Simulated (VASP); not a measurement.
# TaN (I4/mmm) in VASP: a series of runs

The runs below take TaN through single point, with PBEsol.

Program: VASP 6.6.1. These are calculated values, not measurements. Logs are shortened: lines on timing, memory, paths and dates and some standing lists are left out, and cuts for length are marked.

### Step 1. The cell of the first run

The structure is tetragonal, space group I4/mmm (No. 139). The conventional cell has a = 3.082 Å, b = 3.082 Å, c = 4.271 Å, α = 90.00°, β = 90.00°, γ = 90.00°. Ta (site symmetry 4/mmm) has 6 N at 2.14 to 2.18 Å within 2.8 Å. N (site symmetry 4/mmm) has 6 Ta at 2.14 to 2.18 Å within 2.8 Å.

### Step 2. Single point, PBEsol (zz strain of -2 %)

INCAR

```
SYSTEM = TaN
ALGO = Normal ; EDIFF = 1E-6
ENCUT = 520 ; GGA = PS
ISIF = 2 ; ISMEAR = -1
LASPH = .True. ; LCHARG = .False.
LREAL = .False. ; LWAVE = .False.
NBANDS = 15 ; NELM = 80
PREC = Accurate ; SIGMA = 0.02
```

KPOINTS

```
k-points
0
Gamma
  9 9 9
  0 0 0
```

POSCAR

```
TaN
1.0
    0.0000000000      2.1790000000      2.1354200000
    2.1790000000      0.0000000000      2.1354200000
    2.1790000000      2.1790000000      0.0000000000
Ta N
1 1
Direct
    0.5000000000      0.5000000000      0.5000000000
    0.0000000000      0.0000000000      0.0000000000
```

Potentials or basis: VASP PAW PBE potentials, release 64 (Ta_pv, N).

Launch:

```
cat potpaw_PBE.64/Ta_pv/POTCAR potpaw_PBE.64/N/POTCAR > POTCAR
mpirun -np 1 vasp_std > vasp.out
```

OUTCAR:

```text
SYSTEM = TaN
   EDIFF = 1E-6
   ENCUT = 520
   GGA = PS
   ISIF = 2
   ISMEAR = -1
   LASPH = .True.
   LREAL = .False.
   NELM = 80
   PREC = Accurate

 ion  position               nearest neighbor table
   1  0.500  0.500  0.500-   2 2.14   2 2.14   2 2.18   2 2.18   2 2.18   2 2.18
   2  0.000  0.000  0.000-   1 2.14   1 2.14   1 2.18   1 2.18   1 2.18   1 2.18

  LATTYP: Found a body centered tetragonal cell.
 ALAT       =     3.0815713524
 C/A-ratio  =     1.3859292911

  Lattice vectors:

 A1 = (   0.0000000000,  -2.1790000000,  -2.1354200000)
 A2 = (   0.0000000000,   2.1790000000,  -2.1354200000)
 A3 = (   2.1790000000,   0.0000000000,   2.1354200000)

Analysis of symmetry for initial positions (statically):
=====================================================================
 Subroutine PRICEL returns:
 Original cell was already a primitive cell.

 Routine SETGRP: Setting up the symmetry group for a
 body centered tetragonal supercell.

 Subroutine GETGRP returns: Found 16 space group operations
 (whereof 16 operations were pure point group operations)
 out of a pool of 16 trial point group operations.

The static configuration has the point symmetry D_4h.

Analysis of symmetry for dynamics (positions and initial velocities):
=====================================================================
 Subroutine PRICEL returns:
 Original cell was already a primitive cell.

 Routine SETGRP: Setting up the symmetry group for a
 body centered tetragonal supercell.

 Subroutine GETGRP returns: Found 16 space group operations
 (whereof 16 operations were pure point group operations)
 out of a pool of 16 trial point group operations.

The dynamic configuration has the point symmetry D_4h.

 Subroutine INISYM returns: Found 16 space group operations
 (whereof 16 operations are pure point group operations),
 and found     1 'primitive' translations

----------------------------------------------------------------------------------------

                                     Primitive cell

  volume of cell :      20.2781

  direct lattice vectors                    reciprocal lattice vectors
     0.000000000  2.179000000  2.135420000    -0.229463056  0.229463056  0.234145976
     2.179000000  0.000000000  2.135420000     0.229463056 -0.229463056  0.234145976
     2.179000000  2.179000000  0.000000000     0.229463056  0.229463056 -0.234145976

  length of vectors
     3.050911270  3.050911270  3.081571352     0.400163625  0.400163625  0.400163625

  position of ions in fractional coordinates (direct lattice)
     0.500000000  0.500000000  0.500000000
     0.000000000  0.000000000  0.000000000

  ion indices of the primitive-cell ions
   primitive index   ion index
                 1           1
                 2           2

----------------------------------------------------------------------------------------

 KPOINTS: k-points

Automatic generation of k-mesh.
 Grid dimensions read from file:
 generate k-points for:    9    9    9

 Generating k-lattice:

  Cartesian coordinates                     Fractional coordinates (reciprocal lattice)
    -0.025495895  0.025495895  0.026016220     0.111111111  0.000000000  0.000000000
     0.025495895 -0.025495895  0.026016220     0.000000000  0.111111111  0.000000000
     0.025495895  0.025495895 -0.026016220     0.000000000  0.000000000  0.111111111

  Length of vectors
     0.044462625  0.044462625  0.044462625

  Shift w.r.t. Gamma in fractional coordinates (k-lattice)
     0.000000000  0.000000000  0.000000000

 Subroutine IBZKPT returns following result:
 ===========================================

 Found     75 irreducible k-points:

 Following reciprocal coordinates:
            Coordinates               Weight
  0.000000  0.000000  0.000000      1.000000
  0.111111 -0.000000  0.000000      8.000000
  0.222222 -0.000000  0.000000      8.000000
  0.333333 -0.000000  0.000000      8.000000
  0.444444 -0.000000  0.000000      8.000000
  0.111111  0.111111  0.000000      2.000000
[... 16 lines left out ...]
 -0.333333  0.333333  0.000000      4.000000
  0.444444  0.444444  0.000000      2.000000
 [... further k-points ...]
   k-points           NKPTS =     75   k-points in BZ     NKDIM =     75   number of bands    NBANDS=     15
   number of dos      NEDOS =    301   number of ions     NIONS =      2
   total plane-waves  NPLWV =  13824
   dimension x,y,z NGX =    24 NGY =   24 NGZ =   24
   dimension x,y,z NGXF=    48 NGYF=   48 NGZF=   48
   ions per type =               1   1
   NGX,Y,Z   is equivalent  to a cutoff of  13.08, 13.08, 12.95 a.u.
   NGXF,Y,Z  is equivalent  to a cutoff of  26.16, 26.16, 25.90 a.u.
 SYSTEM =  TaN
   PREC   = accura    normal or accurate (medium, high low for compatibility)
   ISTART =      0    job   : 0-new  1-cont  2-samecut
   ICHARG =      2    charge: 1-file 2-atom 10-const
   ISPIN  =      1    spin polarized calculation?
   LNONCOLLINEAR =      F non collinear calculations
   LSORBIT =      F    spin-orbit coupling
   LASPH  =      T    aspherical Exc in radial PAW
   ENCUT  =  520.0 eV  38.22 Ry    6.18 a.u.   5.67  5.67  5.73*2*pi/ulx,y,z
   NELM   =     80;   NELMIN=  2; NELMDL= -5     # of ELM steps
   EDIFF  = 0.1E-05   stopping-criterion for ELM
   LREAL  =      F    real-space projection
   EDIFFG = 0.1E-04   stopping-criterion for IOM
   NSW    =      0    number of steps for IOM
   IBRION =     -1    ionic relax: 0-MD 1-quasi-New 2-CG
   NFREE  =      0    steps in history (QN), initial steepest desc. (CG)
   ISIF   =      2    stress and relaxation
   ISYM   =      2    0-nonsym 1-usesym 2-fastsym
   POTIM  = 0.5000    time-step for ionic-motion
   TEBEG  =    0.0;   TEEND  =   0.0 temperature during run
   PSTRESS=    0.0 pullay stress
   NELECT =      16.0000    total number of electrons
   NUPDOWN=      -1.0000    fix difference up-down
   EMIN   =  10.00;   EMAX   =-10.00  energy-range for DOS
   EFERMI =   0.00;   METHOD = LEGACY
   ISMEAR =    -1;   SIGMA  =   0.02  broadening in eV -4-tet -1-fermi 0-gaus
   EFERMI_NEDOS =   21; number of points for ismear=-14 and -15
   IALGO  =     38    algorithm
   IMIX   =      4    mixing-type and parameters
     AMIX     =   0.40;   BMIX     =  1.00
     AMIX_MAG =   1.60;   BMIX_MAG =  1.00
  volume/ion in A,a.u.               =      10.14        68.42
  Fermi-wavevector in a.u.,A,eV,Ry     =   1.512768  2.858716 31.136471  2.288466
  Thomas-Fermi vector in A             =   2.622648
   LORBIT       =      0    0 simple, 1 ext, 2 COOP (PROOUT), +10 PAW based schemes
   GGA     = PS    functional components
   LHFCALC =     F    Hartree Fock is set to
   AEXX    =    0.0000 exact exchange contribution
   IVDW    =     0    specifies the selected vdW correction
   LEPSILON=     F    determine dielectric tensor
   LRPA    =     F    only Hartree local field effects (RPA)
 non-spin polarized calculation
  energy-cutoff  :      520.00
  volume of cell :       20.28
 maximum number of plane-waves:       556
   NGX = 11   NGY = 11   NGZ = 11

 number of electron      15.9999998 magnetization

 Free energy of the ion-electron system (eV)
  ---------------------------------------------------
  ext. energy  EPLUGINS =         0.00000000
  ---------------------------------------------------
  free energy    TOTEN  =       -23.17014368 eV

  energy without entropy =      -23.16877130  energy(sigma->0) =      -23.16945749

 E-fermi :   9.8205     XC(G=0): -13.8517

 val. band max:        9.8033078572   @ k =   0.0000   0.0000   0.0000
 cond. band min:       9.8460864989   @ k =  -0.2222   0.0000   0.2222
 fundamental gap:      0.0427786418
 Fermi energy:         9.8204907341

 k-point     1 :       0.0000    0.0000    0.0000
  band No.  band energies     occupation
      1     -25.6941      2.00000
      2     -25.6941      2.00000
      3     -25.6726      2.00000
      4      -9.2851      2.00000
      5       5.9481      2.00000
      6       5.9481      2.00000
      7       6.0684      2.00000
      8       7.5784      2.00000
      9       7.5784      2.00000
     10       7.8225      2.00000
     11       9.8033      1.40496
     12      10.0224      0.00008
     13      11.9883      0.00000
     14      19.3206      0.00000
     15      22.4036      0.00000

 k-point     2 :       0.1111   -0.0000    0.0000
  band No.  band energies     occupation
      1     -25.8185      2.00000
      2     -25.7074      2.00000
      3     -25.6891      2.00000
      4      -8.9566      2.00000
      5       4.6244      2.00000
      6       4.9911      2.00000
      7       5.0857      2.00000
      8       8.0643      2.00000
      9       8.1192      2.00000
     10       8.2637      2.00000
     11      10.9814      0.00000
     12      11.2200      0.00000
     13      12.8327      0.00000
     14      20.2795      0.00000
     15      22.4029      0.00000

 k-point     3 :       0.2222   -0.0000    0.0000
  band No.  band energies     occupation
      1     -26.1363      2.00000
      2     -25.7410      2.00000
      3     -25.7138      2.00000
      4      -8.0850      2.00000
      5       2.5090      2.00000
      6       3.6114      2.00000
      7       3.6769      2.00000
      8       8.8912      2.00000
      9       9.1409      2.00000
     10       9.1856      2.00000
     11      13.2747      0.00000
     12      13.5099      0.00000
     13      14.5276      0.00000
     14      22.3135      0.00000
     15      22.4282      0.00000
[... 343 lines left out ...]
 k-point    23 :      -0.3333    0.3333    0.0000
  band No.  band energies     occupation
      1     -26.3618      2.00000
      2     -26.3027      2.00000
      3     -25.9163      2.00000
      4      -6.9986      2.00000
      5       1.1276      2.00000
      6       2.9266      2.00000
      7       3.0784      2.00000
      8       8.9170      2.00000
      9      11.8191      0.00000
     10      11.8933      0.00000
     11      14.7198      0.00000
     12      16.6163      0.00000
     13      19.8459      0.00000
     14      21.5363      0.00000
     15      21.8247      0.00000

 k-point    24 :       0.4444    0.4444    0.0000
  band No.  band energies     occupation
      1     -26.5279      2.00000
      2     -26.0443      2.00000
      3     -26.0443      2.00000
      4      -7.9312      2.00000
      5       3.0679      2.00000
      6       4.1329      2.00000
      7       5.0751      2.00000
      8       5.0751      2.00000
      9      12.0922      0.00000
     10      13.7350      0.00000
     11      13.7350      0.00000
     12      14.8223      0.00000
     13      17.7608      0.00000
     14      19.4804      0.00000
     15      22.4205      0.00000

 [... further k-points ...]
[... 5 lines left out ...]
  --------------------------------------------------------------------------------------
  -------------------------------------------------------------------------------------
  Total        1.1127818      1.1127818      3.0405459      0.0000000     -0.0000000      0.0000000
  in kB       87.9210399     87.9210399    240.2339491      0.0000000     -0.0000000      0.0000000
  external PRESSURE =     138.6920097 kB  Pullay stress =       0.0000000 kB

 VOLUME and BASIS-vectors are now :
 -----------------------------------------------------------------------------
  energy-cutoff  :      520.00
  volume of cell :       20.28
      direct lattice vectors                 reciprocal lattice vectors
     0.000000000  2.179000000  2.135420000    -0.229463056  0.229463056  0.234145976
     2.179000000  0.000000000  2.135420000     0.229463056 -0.229463056  0.234145976
     2.179000000  2.179000000  0.000000000     0.229463056  0.229463056 -0.234145976

 POSITION                                       TOTAL-FORCE (eV/Angst)
 -----------------------------------------------------------------------------------
      2.17900      2.17900      2.13542         0.000000      0.000000      0.000000
      0.00000      0.00000      0.00000         0.000000      0.000000      0.000000
 -----------------------------------------------------------------------------------
    total drift:                                0.000000     -0.000000     -0.000000

  FREE ENERGIE OF THE ION-ELECTRON SYSTEM (eV)
  ---------------------------------------------------
  free  energy   TOTEN  =       -23.1701436821 eV

  energy  without entropy=      -23.1687713049  energy(sigma->0) =      -23.16945749
```

Run time: 10 s. Hardware: 1 thread of Intel Xeon Platinum 8488C (Sapphire Rapids), shared host; peak memory 0.15 GiB.

Results:

```yaml
Free_energy: -23.1701 eV
Pressure: 13.9 GPa
Band_gap_on_the_k_mesh: zero (band 8 reaches 11.57 eV, above the bottom of band 9 at 7.58 eV)
```

Stress tensor (GPa, compression positive):
```
 8.79  0.00  0.00
 0.00  8.79  0.00
 0.00  0.00 24.02
```

Levels at points of the mesh, in eV from the Fermi level:
```
           k point  band 5  band 6  band 7  band 8  band 9  band 10  band 11  band 12
(0.00, 0.00, 0.00)   -3.87   -3.87   -3.75   -2.24   -2.24    -2.00    -0.02     0.20
```

Caveat: the cell differs from its parent crystal (zz strain of -2 %); the PAW data sets were made with another functional, which shifts forces and pressure a little; spin-orbit coupling is left out, which moves the levels of the heavy elements.

### Step 3. Single point, PBEsol (zz strain of +1 %)

INCAR

```
PREC = Accurate
ENCUT = 520
EDIFF = 1E-6
ISMEAR = -1
SIGMA = 0.02
LREAL = F
LASPH = T
NELM = 60
ALGO = Normal
ISIF = 2
LWAVE = F
LCHARG = F
GGA = PS
NBANDS = 15
```

KPOINTS

```
regular mesh
0
Gamma
  9 9 9
```

POSCAR

```
TaN
1.0
    0.0000000000      2.1790000000      2.2007900000
    2.1790000000      0.0000000000      2.2007900000
    2.1790000000      2.1790000000      0.0000000000
Ta N
1 1
Direct
    0.5000000000      0.5000000000      0.5000000000
    0.0000000000      0.0000000000      0.0000000000
```

Potentials or basis: VASP PAW PBE potentials, release 64 (Ta_pv, N).

Launch:

```
cat potpaw_PBE.64/Ta_pv/POTCAR potpaw_PBE.64/N/POTCAR > POTCAR
mpirun -np 1 vasp_std > vasp.out
```

Run time: 9.9 s. Hardware: 1 thread of Intel Xeon Platinum 8488C (Sapphire Rapids), shared host; peak memory 0.15 GiB.

Results (log left out):

* Free energy: -23.2102 eV
* Pressure: 1.8 GPa
* Band gap on the k mesh: zero (band 8 reaches 11.17 eV, above the bottom of band 9 at 7.43 eV)

Stress tensor (GPa, compression positive):
```
 4.36  0.00  0.00
 0.00  4.36  0.00
 0.00  0.00 -3.44
```

Levels at points of the mesh, in eV from the Fermi level:
| k point | band 5 | band 6 | band 7 | band 8 | band 9 | band 10 | band 11 | band 12 |
| --- | --- | --- | --- | --- | --- | --- | --- | --- |
| (0.00, 0.00, 0.00) | -3.76 | -3.71 | -3.71 | -2.14 | -2.02 | -2.02 | 0.05 | 0.22 |

Caveat: the cell differs from its parent crystal (zz strain of +1 %); the PAW data sets were made with another functional, which shifts forces and pressure a little; spin-orbit coupling is left out, which moves the levels of the heavy elements.

(Continued in part 2 of 2.)
